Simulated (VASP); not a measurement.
Set up this calculation in VASP 6.6.1, as the native input.

- Task: relaxation of cell and atoms
- Functional: PBEsol
- Potentials or basis: VASP PAW PBE potentials, release 64 (La)
- Cutoff: 600 eV
- k mesh: 14 × 14 × 8
- Occupations: fermi-dirac, width 0.05 eV
- Spin: no spin polarisation
- Dipole correction: no
- Further INCAR settings: ALGO = Normal; EDIFF = 1e-07; IBRION = 2; EDIFFG = -0.002; NSW = 100; ISIF = 3

The structure of La lies in POSCAR:

```
La
1.0
    3.7500000000      0.0000000000      0.0000000000
   -1.8750000000      3.2475952642      0.0000000000
    0.0000000000      0.0000000000      6.0700000000
La
2
Direct
    0.3333333333      0.6666666667      0.2500000000
    0.6666666667      0.3333333333      0.7500000000
```

One way to write it, as run:

INCAR

```
PREC = Accurate ; ENCUT = 600
EDIFF = 1E-7 ; ISMEAR = -1
SIGMA = 0.05 ; LREAL = F
LASPH = T ; NELM = 80
ALGO = Normal ; ISIF = 3
LWAVE = F ; LCHARG = F
GGA = PS ; IBRION = 2
NSW = 100 ; EDIFFG = -0.002
```

KPOINTS

```
regular mesh
0
Gamma
  14 14 8
```

Potentials or basis: VASP PAW PBE potentials, release 64 (La).

The run is started by

```sh
$ cat potpaw_PBE.64/La/POTCAR > POTCAR
$ mpirun -np 1 vasp_std > vasp.out
```

Results of the run:

The relaxed volume is 34.54 Å³/atom. The relaxed cell is a = 3.640 Å, b = 3.640 Å, c = 6.021 Å, α = 90.00°, β = 90.00°, γ = 120.00°, the space group after relaxing (to 0.1 Å) is P6_3/mmc (No. 194) and the energy gained by relaxing is 13.3 meV/atom. The ionic steps are 10 and the pressure after relaxing is 0.0 GPa. The band gap on the k mesh is zero (bands 11 and 12 overlap by 1.59 eV).

Caveat: the PAW data sets were made with another functional, which shifts forces and pressure a little; spin-orbit coupling is left out, which moves the levels of the heavy elements.

It took 27 min on 1 thread of Oxide Virtual Turin-like Processor (shared host), peak memory 0.31 GiB.
